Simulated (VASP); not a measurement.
Input of a VASP 6.6.1 run:

Contents of INCAR:

```
SYSTEM = CaO
PREC     = Accurate       ! precision mode
ENCUT    = 520            ! plane-wave cutoff, eV
EDIFF    = 1E-7           ! SCF threshold, eV
ISMEAR   = 0              ! smearing method
SIGMA    = 0.011          ! smearing width, eV
LREAL    = .FALSE.        ! projectors in reciprocal space
LASPH    = .TRUE.         ! aspherical terms in the spheres
NELM     = 80             ! most SCF steps
ALGO     = Normal         ! electronic algorithm
ISIF     = 2              ! what is computed and relaxed
LWAVE    = .FALSE.        ! write WAVECAR
LCHARG   = .FALSE.        ! write CHGCAR
GGA      = PE             ! functional
NBANDS   = 15             ! bands
```

Contents of KPOINTS:

```
Automatic mesh
0
G
  10 10 10
  0 0 0
```

Contents of POSCAR:

```
CaO
1.0
    0.0000000000      2.4035556960      2.4035556960
    2.4035556960      0.0000000000      2.4035556960
    2.4035556960      2.4035556960      0.0000000000
Ca O
1 1
Direct
    0.0000000000      0.0000000000      0.0000000000
    0.5000000000      0.5000000000      0.5000000000
```

Potentials or basis: VASP PAW PBE potentials, release 64 (Ca_sv, O).

Command:

```sh
$ cat potpaw_PBE.64/Ca_sv/POTCAR potpaw_PBE.64/O/POTCAR > POTCAR
$ mpirun -np 1 vasp_std > vasp.out
```

Task: Estimate the band gap on the k mesh.

Result: 3.64 eV, indirect (least direct gap 4.01 eV).

Task: Estimate the pressure.

Result: 2.2 GPa.

A k mesh can miss the band edges. PBE gaps usually lie below the measured ones, often by a third to a half.
